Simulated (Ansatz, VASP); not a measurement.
# Two plane-wave programs on Te2Mo

```xyz
3
Lattice="0.0000 3.3148 3.3148 3.3148 0.0000 3.3148 3.3148 3.3148 0.0000" Properties=species:S:1:pos:R:3 pbc="T T T"
Mo    0.0000    0.0000    0.0000
Te    1.6574    1.6574    1.6574
Te    4.9722    4.9722    4.9722
```

Alike in both runs: task single point; functional PBE-based screened hybrid; k mesh 4 × 4 × 4; occupations fermi-dirac, width 0.02 eV; no spin polarisation.

|  | VASP | Ansatz |
| --- | --- | --- |
| version | VASP 6.6.1 | Ansatz 0.2.0 |
| potentials or method | VASP PAW PBE potentials, release 64 (Mo_sv, Te) | plane waves |
| plane-wave cutoff (eV) | 400 | 420 |
| valence electrons in the cell | 26 | 46 |

```tsv
	VASP	Ansatz	Ansatz less VASP
pressure (GPa)	-4.1	-4.1	+0.03
```

VASP's potentials were made for PBE, not for PBE-based screened hybrid. VASP's potentials hold 26 valence electrons a cell and Ansatz's 46, so a difference there can come from the potentials and not from the codes. Ansatz's warnings: filled band counts differ across k points, stress exchange threshold loose, stress scf threshold loose.

The k mesh is coarse, so the values compare programs but aren't converged. Neither program's run includes spin-orbit coupling.
